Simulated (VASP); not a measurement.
Here is a VASP 6.6.1 calculation.

INCAR

```
ALGO = Normal ; EDIFF = 1E-7
ENCUT = 520 ; GGA = PS
ISIF = 2 ; ISMEAR = 0
LASPH = T ; LCHARG = F
LREAL = F ; LWAVE = F
NBANDS = 14 ; NELM = 60
PREC = Accurate ; SIGMA = 0.15
```

The input KPOINTS:

```
k-points
0
Gamma
  16 16 16
```

POSCAR

```
AlNi
1.0
    2.8618233745      0.0000000000      0.0000000000
    0.0000000000      2.8618233745      0.0000000000
    0.0000000000      0.0000000000      2.8618233745
Al Ni
1 1
Direct
    0.0000000000      0.0000000000      0.0000000000
    0.5000000000      0.5000000000      0.5000000000
```

Potentials or basis: VASP PAW PBE potentials, release 64 (Al, Ni).

The run is started by

```bash
$ cat potpaw_PBE.64/Al/POTCAR potpaw_PBE.64/Ni/POTCAR > POTCAR
$ mpirun -np 1 vasp_std > vasp.out
```

Task: Estimate the pressure.

Result: 0.2 GPa.

Task: What does it give for the band gap on the k mesh?

Result: Zero (an odd number of electrons rules out a gap without spin polarisation).

Caveat: the PAW data sets were made with another functional, which shifts forces and pressure a little. Spin polarisation is off, so any magnetic state and its effect on volume and gap are missing.
